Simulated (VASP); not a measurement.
K, 1 atom in the cell. Symmetry: P6/mmm, No. 191, hexagonal system. Conventional cell: a = 4.333 Å, b = 4.333 Å, c = 4.054 Å, α = 90.00°, β = 90.00°, γ = 120.00°. Within 5.3 Å of K (site symmetry 6/mmm) lie 8 K at 4.05 to 4.33 Å. 

| Quantity | Value |
| --- | --- |
| Program | VASP 6.6.1 |
| Task | single point |
| Functional | LDA |
| Potentials or basis | VASP PAW LDA potentials, release 64 (K_sv) |
| Cutoff | 520 eV |
| k mesh | 10 × 10 × 10 |
| Occupations | fermi-dirac, width 0.05 eV |
| Spin | no spin polarisation |
| Dipole correction | no |
| Further INCAR settings | ALGO = Normal; EDIFF = 1e-07; NBANDS = 10 |

Potentials or basis: VASP PAW LDA potentials, release 64 (K_sv).

Command:

```sh
$ cat potpaw_LDA.64/K_sv/POTCAR > POTCAR
$ mpirun -np 1 vasp_std > vasp.out
```

Hardware: 1 thread of AMD EPYC 9R45 (Zen 5) (shared host).

Q: How long does it take, and how much memory?

A: Run time: 30 s on 1 thread of AMD EPYC 9R45 (Zen 5) (shared host), peak memory 0.14 GiB. Counts: scf iterations 11, k points 84.
